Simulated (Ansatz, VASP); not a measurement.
# One calculation of LiF, two programs

```
Li F
1.0
     2.80526    0.00000    0.00000
    -1.40263    2.42942    0.00000
     0.00000    0.00000    2.57094
Li F
1 1
Direct
  0.33333 0.66667 0.00000
  0.66667 0.33333 0.50000
```

Alike in both runs: functional PBE; k mesh 12 × 12 × 10; occupations gaussian, width 0.02 eV; no spin polarisation.

Ansatz relaxed the structure, and its values are those at the end. VASP's run is a single point on that final structure, the one shown.

|  | VASP | Ansatz |
| --- | --- | --- |
| version | VASP 6.6.1 | Ansatz 0.2.0 |
| potentials or method | VASP PAW PBE potentials, release 64 (Li_sv, F), cutoff 520 eV | scalar-relativistic, plane waves, PAW |
| valence electrons in the cell | 10 | 10 |

```csv
,VASP,Ansatz,Ansatz less VASP
gap on the k mesh at the Fermi level (eV),7.74,7.74,-0.001
least direct gap on the mesh (eV),8.17,8.17,-0.001
```

With one functional, cell and mesh, what is left measures potentials, basis and numerics.

Noted on VASP's run: the cutoff is short for stress, so the pressure is rough.
